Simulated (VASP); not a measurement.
# HgTe (Fm-3m) in VASP: a series of runs, part 2 of 3

VASP 6.6.1. The steps go on from the part before.

### 3 Single point, r2SCAN

This run uses another cell than the first one, of 34.09 Å³/atom, 1.019 times its volume.

POSCAR

```
HgTe
1.0
    0.0000000000      3.2423687753      3.2423687753
    3.2423687753      0.0000000000      3.2423687753
    3.2423687753      3.2423687753      0.0000000000
Hg Te
1 1
Direct
    0.0000000000      0.0000000000      0.0000000000
    0.5000000000      0.5000000000      0.5000000000
```

INCAR.step1

```
SYSTEM = HgTe
PREC     = Accurate       ! precision mode
ENCUT    = 520            ! plane-wave cutoff, eV
ISMEAR   = -1             ! smearing method
SIGMA    = 0.05           ! smearing width, eV
LREAL    = .FALSE.        ! projectors in reciprocal space
LASPH    = .TRUE.         ! aspherical terms in the spheres
NELM     = 80             ! most SCF steps
NBANDS   = 16             ! bands
GGA      = PE             ! functional
ALGO     = Normal         ! electronic algorithm
EDIFF    = 1E-4           ! SCF threshold, eV
LWAVE    = .TRUE.         ! write WAVECAR
LCHARG   = .FALSE.        ! write CHGCAR
```

INCAR.step2

```
SYSTEM = HgTe
PREC     = Accurate       ! precision mode
ENCUT    = 520            ! plane-wave cutoff, eV
EDIFF    = 1E-6           ! SCF threshold, eV
ISMEAR   = -1             ! smearing method
SIGMA    = 0.05           ! smearing width, eV
LREAL    = .FALSE.        ! projectors in reciprocal space
LASPH    = .TRUE.         ! aspherical terms in the spheres
NELM     = 80             ! most SCF steps
ALGO     = Normal         ! electronic algorithm
ISIF     = 2              ! what is computed and relaxed
LWAVE    = .FALSE.        ! write WAVECAR
LCHARG   = .FALSE.        ! write CHGCAR
METAGGA  = R2SCAN         ! meta-GGA
LMIXTAU  = .TRUE.       
NBANDS   = 16             ! bands
ISTART   = 1
```

KPOINTS

```
Automatic mesh
0
G
  7 7 7
  0 0 0
```

Potentials or basis: VASP PAW PBE potentials, release 64 (Hg, Te).

Command:

```console
$ cat potpaw_PBE.64/Hg/POTCAR potpaw_PBE.64/Te/POTCAR > POTCAR
$ cp INCAR.step1 INCAR
$ mpirun -np 1 vasp_std > vasp.out
$ cp INCAR.step2 INCAR
$ mpirun -np 1 vasp_std > vasp.out
```

OUTCAR:

```text
SYSTEM = HgTe
   PREC = Accurate
   ENCUT = 520
   EDIFF = 1E-6
   ISMEAR = -1
   LREAL = .FALSE.
   LASPH = .TRUE.
   NELM = 80
   ISIF = 2
   METAGGA = R2SCAN
   ISTART = 1

 ion  position               nearest neighbor table
   1  0.000  0.000  0.000-   2 3.24   2 3.24   2 3.24   2 3.24   2 3.24   2 3.24
   2  0.500  0.500  0.500-   1 3.24   1 3.24   1 3.24   1 3.24   1 3.24   1 3.24

  LATTYP: Found a face centered cubic cell.
 ALAT       =     6.4847375506

  Lattice vectors:

 A1 = (   0.0000000000,   3.2423687753,   3.2423687753)
 A2 = (   3.2423687753,   0.0000000000,   3.2423687753)
 A3 = (   3.2423687753,   3.2423687753,   0.0000000000)

Analysis of symmetry for initial positions (statically):
=====================================================================
 Subroutine PRICEL returns:
 Original cell was already a primitive cell.

 Routine SETGRP: Setting up the symmetry group for a
 face centered cubic supercell.

 Subroutine GETGRP returns: Found 48 space group operations
 (whereof 48 operations were pure point group operations)
 out of a pool of 48 trial point group operations.

The static configuration has the point symmetry O_h .

Analysis of symmetry for dynamics (positions and initial velocities):
=====================================================================
 Subroutine PRICEL returns:
 Original cell was already a primitive cell.

 Routine SETGRP: Setting up the symmetry group for a
 face centered cubic supercell.

 Subroutine GETGRP returns: Found 48 space group operations
 (whereof 48 operations were pure point group operations)
 out of a pool of 48 trial point group operations.

The dynamic configuration has the point symmetry O_h .

 Subroutine INISYM returns: Found 48 space group operations
 (whereof 48 operations are pure point group operations),
 and found     1 'primitive' translations

----------------------------------------------------------------------------------------

                                     Primitive cell

  volume of cell :      68.1738

  direct lattice vectors                    reciprocal lattice vectors
     0.000000000  3.242368775  3.242368775    -0.154208245  0.154208245  0.154208245
     3.242368775  0.000000000  3.242368775     0.154208245 -0.154208245  0.154208245
     3.242368775  3.242368775  0.000000000     0.154208245  0.154208245 -0.154208245

  length of vectors
     4.585401896  4.585401896  4.585401896     0.267096516  0.267096516  0.267096516

  position of ions in fractional coordinates (direct lattice)
     0.000000000  0.000000000  0.000000000
     0.500000000  0.500000000  0.500000000

  ion indices of the primitive-cell ions
   primitive index   ion index
                 1           1
                 2           2

----------------------------------------------------------------------------------------

 KPOINTS: Automatic mesh

Automatic generation of k-mesh.
 Grid dimensions read from file:
 generate k-points for:    7    7    7

 Generating k-lattice:

  Cartesian coordinates                     Fractional coordinates (reciprocal lattice)
    -0.022029749  0.022029749  0.022029749     0.142857143  0.000000000  0.000000000
     0.022029749 -0.022029749  0.022029749     0.000000000  0.142857143  0.000000000
     0.022029749  0.022029749 -0.022029749     0.000000000  0.000000000  0.142857143

  Length of vectors
     0.038156645  0.038156645  0.038156645

  Shift w.r.t. Gamma in fractional coordinates (k-lattice)
     0.000000000  0.000000000  0.000000000

 Subroutine IBZKPT returns following result:
 ===========================================

 Found     20 irreducible k-points:

 Following reciprocal coordinates:
            Coordinates               Weight
  0.000000  0.000000  0.000000      1.000000
  0.142857  0.000000  0.000000      8.000000
  0.285714  0.000000  0.000000      8.000000
  0.428571  0.000000  0.000000      8.000000
  0.142857  0.142857  0.000000      6.000000
  0.285714  0.142857  0.000000     24.000000
[... 12 lines left out ...]
 -0.428571  0.428571  0.142857     24.000000
 -0.285714  0.428571  0.142857     24.000000
   k-points           NKPTS =     20   k-points in BZ     NKDIM =     20   number of bands    NBANDS=     16
   number of dos      NEDOS =    301   number of ions     NIONS =      2
   total plane-waves  NPLWV =  46656
   dimension x,y,z NGX =    36 NGY =   36 NGZ =   36
   dimension x,y,z NGXF=    72 NGYF=   72 NGZF=   72
   ions per type =               1   1
   NGX,Y,Z   is equivalent  to a cutoff of  13.05, 13.05, 13.05 a.u.
   NGXF,Y,Z  is equivalent  to a cutoff of  26.10, 26.10, 26.10 a.u.
 SYSTEM =  HgTe
   PREC   = accura    normal or accurate (medium, high low for compatibility)
   ISTART =      1    job   : 0-new  1-cont  2-samecut
   ICHARG =      0    charge: 1-file 2-atom 10-const
   ISPIN  =      1    spin polarized calculation?
   LNONCOLLINEAR =      F non collinear calculations
   LSORBIT =      F    spin-orbit coupling
   LASPH  =      T    aspherical Exc in radial PAW
   ENCUT  =  520.0 eV  38.22 Ry    6.18 a.u.   8.53  8.53  8.53*2*pi/ulx,y,z
   NELM   =     80;   NELMIN=  2; NELMDL=  0     # of ELM steps
   EDIFF  = 0.1E-05   stopping-criterion for ELM
   LREAL  =      F    real-space projection
   EDIFFG = 0.1E-04   stopping-criterion for IOM
   NSW    =      0    number of steps for IOM
   IBRION =     -1    ionic relax: 0-MD 1-quasi-New 2-CG
   NFREE  =      0    steps in history (QN), initial steepest desc. (CG)
   ISIF   =      2    stress and relaxation
   ISYM   =      2    0-nonsym 1-usesym 2-fastsym
   POTIM  = 0.5000    time-step for ionic-motion
   TEBEG  =    0.0;   TEEND  =   0.0 temperature during run
   PSTRESS=    0.0 pullay stress
   NELECT =      18.0000    total number of electrons
   NUPDOWN=      -1.0000    fix difference up-down
   EMIN   =  10.00;   EMAX   =-10.00  energy-range for DOS
   EFERMI =   0.00;   METHOD = LEGACY
   ISMEAR =    -1;   SIGMA  =   0.05  broadening in eV -4-tet -1-fermi 0-gaus
   EFERMI_NEDOS =   21; number of points for ismear=-14 and -15
   IALGO  =     38    algorithm
   IMIX   =      4    mixing-type and parameters
     AMIX     =   0.40;   BMIX     =  1.00
     AMIX_MAG =   1.60;   BMIX_MAG =  1.00
  volume/ion in A,a.u.               =      34.09       230.03
  Fermi-wavevector in a.u.,A,eV,Ry     =   1.050251  1.984687 15.007606  1.103028
  Thomas-Fermi vector in A             =   2.185247
   LORBIT       =      0    0 simple, 1 ext, 2 COOP (PROOUT), +10 PAW based schemes
   METAGGA = R2SCAN    functional components
   LHFCALC =     F    Hartree Fock is set to
   AEXX    =    0.0000 exact exchange contribution
   IVDW    =     0    specifies the selected vdW correction
   LEPSILON=     F    determine dielectric tensor
   LRPA    =     F    only Hartree local field effects (RPA)
 non-spin polarized calculation
  energy-cutoff  :      520.00
  volume of cell :       68.17
 maximum number of plane-waves:      1862
 NGX is ok and might be reduce to    36
   NGX = 17   NGY = 17   NGZ = 17

 number of electron      18.0000002 magnetization

 Free energy of the ion-electron system (eV)
  ---------------------------------------------------
  ext. energy  EPLUGINS =         0.00000000
  ---------------------------------------------------
  free energy    TOTEN  =       -74.61403866 eV

  energy without entropy =      -74.60352745  energy(sigma->0) =      -74.60878306

 E-fermi :   2.3121     XC(G=0):  -9.5078

 val. band max:        2.2924210660   @ k =  -0.1429   0.1429   0.0000
 cond. band min:       2.3826221162   @ k =   0.4286   0.0000   0.0000
 fundamental gap:      0.0902010501
 Fermi energy:         2.3121430695

 k-point     1 :       0.0000    0.0000    0.0000
  band No.  band energies     occupation
      1      -9.0040      2.00000
      2      -4.0769      2.00000
      3      -4.0769      2.00000
      4      -4.0302      2.00000
      5      -4.0302      2.00000
      6      -4.0302      2.00000
[... 8 lines left out ...]
     15      10.3078      0.00000
     16      10.3078      0.00000
[... 343 lines left out ...]
 k-point    20 :      -0.2857    0.4286    0.1429
  band No.  band energies     occupation
      1      -8.2132      2.00000
      2      -4.1962      2.00000
      3      -4.0523      2.00000
      4      -4.0011      2.00000
      5      -3.9007      2.00000
      6      -3.7051      2.00000
[... 8 lines left out ...]
     15      12.7458      0.00000
     16      14.8361      0.00000

------------------------ aborting loop because EDIFF is reached ----------------------------------------

  FORCE on cell =-STRESS in cart. coord.  units (eV):
  Direction    XX          YY          ZZ          XY          YZ          ZX
  --------------------------------------------------------------------------------------
  -------------------------------------------------------------------------------------
  Total       -2.5703309     -2.5703309     -2.5703309      0.0000000      0.0000000     -0.0000000
  in kB      -60.4063222    -60.4063222    -60.4063222      0.0000000      0.0000000     -0.0000000
  external PRESSURE =     -60.4063222 kB  Pullay stress =       0.0000000 kB

 VOLUME and BASIS-vectors are now :
 -----------------------------------------------------------------------------
  energy-cutoff  :      520.00
  volume of cell :       68.17
      direct lattice vectors                 reciprocal lattice vectors
     0.000000000  3.242368775  3.242368775    -0.154208245  0.154208245  0.154208245
     3.242368775  0.000000000  3.242368775     0.154208245 -0.154208245  0.154208245
     3.242368775  3.242368775  0.000000000     0.154208245  0.154208245 -0.154208245

 POSITION                                       TOTAL-FORCE (eV/Angst)
 -----------------------------------------------------------------------------------
      0.00000      0.00000      0.00000         0.000000     -0.000000      0.000000
      3.24237      3.24237      3.24237        -0.000000      0.000000     -0.000000
 -----------------------------------------------------------------------------------
    total drift:                               -0.000000      0.000000      0.000000

  FREE ENERGIE OF THE ION-ELECTRON SYSTEM (eV)
  ---------------------------------------------------
  free  energy   TOTEN  =       -74.6140386595 eV

  energy  without entropy=      -74.6035274533  energy(sigma->0) =      -74.60878306
```

Run time: 75 s. Hardware: 1 thread of Intel Xeon Platinum 8259CL at 2.50GHz (Skylake/Cascade Lake), shared host; peak memory 0.22 GiB.

What came out:

```
Free energy            : -74.6140 eV
Pressure               : -6.0 GPa
Band gap on the k mesh : zero (band 9 reaches 2.43 eV, above the bottom of band 10 at 0.69 eV)
```

Caveat: the PAW data sets were made with another functional, which shifts forces and pressure a little; spin-orbit coupling is left out, which moves the levels of the heavy elements.

[end of part 2 of 3]
